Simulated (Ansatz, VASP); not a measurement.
Two plane-wave programs on As

```
CELL_PARAMETERS angstrom
1.89144 1.09202 3.37139
-1.89144 1.09202 3.37139
0.00000 -2.18404 3.37139
ATOMIC_POSITIONS crystal
As 0.76971 0.76971 0.76971
As 0.23029 0.23029 0.23029
```

Alike in both runs: functional PBE; dispersion D3(BJ); k mesh 15 × 15 × 15; occupations gaussian, width 0.1 eV; no spin polarisation.

Ansatz relaxed the structure, and its values are those at the end. VASP's run is a single point on that final structure, the one shown.

|  | VASP | Ansatz |
| --- | --- | --- |
| version | VASP 6.6.1 | Ansatz 0.2.0 |
| potentials or method | VASP PAW PBE potentials, release 64 (As_d), cutoff 600 eV | scalar-relativistic, plane waves, PAW |
| valence electrons in the cell | 30 | 30 |

Ansatz gave:

```
gap on the k mesh at the Fermi level (eV) : none
pressure (GPa)                            : 0.0
rms of the force components (eV/Å)        : 0.002
```

Task: Which values does VASP return?

Result: gap on the k mesh at the Fermi level (eV): none; pressure (GPa): 0.1; rms of the force components (eV/Å): 0.009.

A gap of «none» marks a metal or a gap that the smearing closes.
